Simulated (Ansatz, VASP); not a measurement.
HfN: VASP beside Ansatz

File INCAR:

```
ALGO = Normal
EDIFF = 1E-6
ENCUT = 520
GGA = PE
ISIF = 2
ISMEAR = 0
LASPH = True
LCHARG = True
LELF = True
LREAL = False
LVHAR = True
LWAVE = False
NBANDS = 14
NELM = 100
PREC = Accurate
SIGMA = 0.15
```

KPOINTS

```
k-points
0
Gamma
  24 24 24
```

POSCAR

```
HfN
1.0
    0.0000000000      2.4577269413      2.4577269413
    2.4577269413      0.0000000000      2.4577269413
    2.4577269413      2.4577269413      0.0000000000
Hf N
1 1
Direct
    0.0000000000      0.0000000000      0.0000000000
    0.7500000000      0.7500000000      0.7500000000
```

Input for Ansatz:

```yaml
crystal:
  lattice:
    - [0.0, 2.4577269413, 2.4577269413]
    - [2.4577269413, 0.0, 2.4577269413]
    - [2.4577269413, 2.4577269413, 0.0]
  atoms:
    - { symbol: Hf, position: [0.0, 0.0, 0.0] }
    - { symbol: "N", position: [0.75, 0.75, 0.75] }
basis:
  ecutwfc: 420
kpoints:
  mp_grid: { grid: [24, 24, 24] }
hamiltonian:
  xc: pbe
scf:
  occupations: { method: gaussian, width: 0.15 }
output:
  forces: true
  stress: true
  eigenvalues: true
  write_density: true
  write_potential: true
  elf: true
  volumetric_format: npy
```

Alike in both runs: task single point; functional PBE; k mesh 24 × 24 × 24; occupations gaussian, width 0.15 eV; no spin polarisation.

```csv
,VASP,Ansatz
version,VASP 6.6.1,Ansatz 0.2.0
potentials or method,"VASP PAW PBE potentials, release 64 (Hf_pv, N), cutoff 520 eV","scalar-relativistic, plane waves, PAW"
valence electrons in the cell,15,31
```

Ansatz gave:

```
gap on the k mesh at the Fermi level (eV) : none
pressure (GPa)                            : 0.1
```

Q: Estimate VASP's values.

A: gap on the k mesh at the Fermi level (eV): none; pressure (GPa): -1.0.

A gap of «none» marks a metal or a gap that the smearing closes. VASP's potentials hold 15 valence electrons a cell and Ansatz's 31, so a difference there can come from the potentials and not from the codes.

Neither program's run includes spin-orbit coupling.
